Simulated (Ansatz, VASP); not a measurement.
**One calculation of Cr, two programs**

```
Cr
1.0
    -1.41147    1.41147    1.41147
     1.41147   -1.41147    1.41147
     1.41147    1.41147   -1.41147
Cr
1
Direct
  0.00000 0.00000 0.00000
```

Alike in both runs: functional PBE; dispersion D3(BJ); k mesh 10 × 10 × 10; occupations gaussian, width 0.1 eV; no spin polarisation.

Ansatz relaxed the structure, and its values are those at the end. VASP's run is a single point on that final structure, the one shown.

```csv
,VASP,Ansatz
version,VASP 6.6.1,Ansatz 0.2.0
potentials or method,"VASP PAW PBE potentials, release 64 (Cr_pv), cutoff 500 eV","scalar-relativistic, plane waves, PAW"
valence electrons in the cell,12,14
```

```tsv
	VASP	Ansatz	Ansatz less VASP
gap on the k mesh at the Fermi level (eV)	none	none	-
pressure (GPa)	-0.5	0.2	+0.74
```

A gap of «none» marks a metal or a gap that the smearing closes. VASP's potentials hold 12 valence electrons a cell and Ansatz's 14, so a difference there can come from the potentials and not from the codes.
